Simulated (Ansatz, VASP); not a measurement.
Two plane-wave programs on NaH

The input POSCAR:

```
NaH
1.0
    2.9323912064      0.0000000000      0.0000000000
    0.0000000000      2.9323912064      0.0000000000
    0.0000000000      0.0000000000      2.7933958632
Na H
1 1
Direct
    0.0000000000      0.0000000000      0.0000000000
    0.5000000000      0.5000000000      0.5000000000
```

File INCAR.step1:

```
SYSTEM = NaH
PREC     = Accurate       ! precision mode
ENCUT    = 520            ! plane-wave cutoff, eV
EDIFF    = 1E-5           ! SCF threshold, eV
ISMEAR   = 0              ! smearing method
SIGMA    = 0.01           ! smearing width, eV
LREAL    = .False.        ! projectors in reciprocal space
LASPH    = .True.         ! aspherical terms in the spheres
NELM     = 80             ! most SCF steps
ALGO     = Normal         ! electronic algorithm
ISIF     = 2              ! what is computed and relaxed
LWAVE    = .True.         ! write WAVECAR
GGA      = PE             ! functional
NBANDS   = 11             ! bands
```

The input INCAR.step2:

```
SYSTEM = NaH
PREC     = Accurate       ! precision mode
ENCUT    = 520            ! plane-wave cutoff, eV
EDIFF    = 1E-6           ! SCF threshold, eV
ISMEAR   = 0              ! smearing method
SIGMA    = 0.01           ! smearing width, eV
LREAL    = .False.        ! projectors in reciprocal space
LASPH    = .True.         ! aspherical terms in the spheres
NELM     = 80             ! most SCF steps
ALGO     = Normal         ! electronic algorithm
ISIF     = 2              ! what is computed and relaxed
LWAVE    = .False.        ! write WAVECAR
LCHARG   = .True.         ! write CHGCAR
GGA      = PE             ! functional
LHFCALC  = .True.         ! exact exchange
HFSCREEN = 0.2079         ! screening, 1/A
PRECFOCK = Normal       
LELF     = .True.         ! ELF
LVHAR    = .True.       
ISTART   = 1            
NBANDS   = 11             ! bands
```

KPOINTS

```
Automatic mesh
0
Gamma
  6 6 6
  0 0 0
```

Input for Ansatz:

```yaml
crystal:
  lattice:
    - [2.9323912064, 0.0, 0.0]
    - [0.0, 2.9323912064, 0.0]
    - [0.0, 0.0, 2.7933958632]
  atoms:
    - { symbol: Na, position: [0.0, 0.0, 0.0] }
    - { symbol: H, position: [0.5, 0.5, 0.5] }
kpoints:
  mp_grid: { grid: [6, 6, 6] }
  band_path:
    path: [[0.0, 0.0, 0.0], [0.0, 0.5, 0.0], [0.5, 0.5, 0.0], [0.5, 0.5, 0.5]]
    npoints: 1
hamiltonian:
  xc: hse06
scf:
  occupations: { method: fixed }
  n_extra_bands: 4
output:
  forces: true
  stress: true
  eigenvalues: true
  write_density: true
  write_potential: true
  elf: true
  volumetric_format: npy
```

Change from the starting cell: uniaxial_z strain -4.7%.

Alike in both runs: task single point; functional HSE06; k mesh 6 × 6 × 6; no spin polarisation.

```csv
,VASP,Ansatz
version,VASP 6.6.1,Ansatz 0.2.0
potentials or method,"VASP PAW PBE potentials, release 64 (Na_pv, H)","plane waves, PAW"
plane-wave cutoff (eV),520,420
occupations,"gaussian, width 0.01 eV",fixed
valence electrons in the cell,8,10
```

|  | VASP | Ansatz | Ansatz less VASP |
| --- | --- | --- | --- |
| gap on the k mesh at the Fermi level (eV) | 1.71 | 1.72 | +0.005 |
| pressure (GPa) | 1.7 | 1.7 | -0.02 |
| traceless stress, the component that is largest in VASP (GPa) | 4.14 | 4.14 | -0.007 |

VASP's potentials hold 8 valence electrons a cell and Ansatz's 10, so a difference there can come from the potentials and not from the codes. Ansatz's warnings: stress exchange threshold loose, stress scf threshold loose.
